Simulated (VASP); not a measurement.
Here is a VASP 6.6.1 calculation.

File INCAR:

```
SYSTEM = Ta2N
  PREC = Accurate
  ENCUT = 520
  EDIFF = 1E-6
  ISMEAR = 0
  SIGMA = 0.15
  LREAL = .False.
  LASPH = .True.
  NELM = 80
  ALGO = Normal
  ISIF = 2
  LWAVE = .False.
  LCHARG = .False.
  GGA = CA
  NBANDS = 20
```

File KPOINTS:

```
Automatic mesh
0
Gamma
  15 15 8
  0 0 0
```

POSCAR

```
Ta2N
1.0
    3.0618406011     -0.2143288420      0.0000000000
   -1.7165345226      2.7587961639      0.0000000000
    0.0000000000      0.0000000000      4.8987035653
Ta N
2 1
Direct
    0.6666666667      0.3333333333      0.7466885012
    0.3333333333      0.6666666667      0.2533114988
    0.0000000000      0.0000000000      0.0000000000
```

Potentials or basis: VASP PAW LDA potentials, release 64 (Ta_pv, N).

The run is started by

```sh
$ cat potpaw_LDA.64/Ta_pv/POTCAR potpaw_LDA.64/N/POTCAR > POTCAR
$ mpirun -np 1 vasp_std > vasp.out
```

Estimate the band gap on the k mesh.

zero (an odd number of electrons rules out a gap without spin polarisation).

Predict the largest force.

0.567 eV/Å.

Estimate the pressure.

-0.6 GPa.

Forces in eV/Å, atoms in the order of the input:
```
Ta   0.271 -0.015 -0.497
Ta  -0.271  0.015  0.497
N    0.000  0.000  0.000
```

Caveat: the cell differs from its parent crystal (engineering shear strain xy -0.1400, normal strain along z +0.0233); the stress differs along the axes, from -4 to 1 GPa; spin-orbit coupling is left out, which moves the levels of the heavy elements.
